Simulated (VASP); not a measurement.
A run of VASP 6.6.1 is set up as follows.

The input INCAR:

```
PREC = Accurate
ENCUT = 600
EDIFF = 1E-6
ISMEAR = 0
SIGMA = 0.1
LREAL = F
LASPH = T
NELM = 120
ALGO = Normal
ISIF = 2
LWAVE = F
LCHARG = F
GGA = PE
NBANDS = 26
GGA_COMPAT = F
```

Contents of KPOINTS:

```
Automatic mesh
0
Gamma
  4 4 4
```

The input POSCAR:

```
PtWC3
1.0
    3.9265320746      0.0000000000      0.0000000000
    0.0000000000      3.9265320746      0.0000000000
    0.0000000000      0.0000000000      3.9265320746
Pt W C
1 1 3
Direct
    0.5000000000      0.5000000000      0.5000000000
    0.0000000000      0.0000000000      0.0000000000
    0.0000000000      0.5000000000      0.5000000000
    0.5000000000      0.0000000000      0.5000000000
    0.5000000000      0.5000000000      0.0000000000
```

Potentials or basis: VASP PAW PBE potentials, release 64 (Pt, W_sv, C).

Launch:

```sh
$ cat potpaw_PBE.64/Pt/POTCAR potpaw_PBE.64/W_sv/POTCAR potpaw_PBE.64/C/POTCAR > POTCAR
$ mpirun -np 1 vasp_std > vasp.out
```

Task: Estimate the pressure.

Result: 0.0 GPa.

Task: Predict the band gap on the k mesh.

Result: Zero (bands 18 and 19 overlap by 0.80 eV).

Caveat: the k points lie up to 0.40 Å⁻¹ apart, too coarse for converged energies and pressures of a metal; spin-orbit coupling is left out, which moves the levels of the heavy elements.
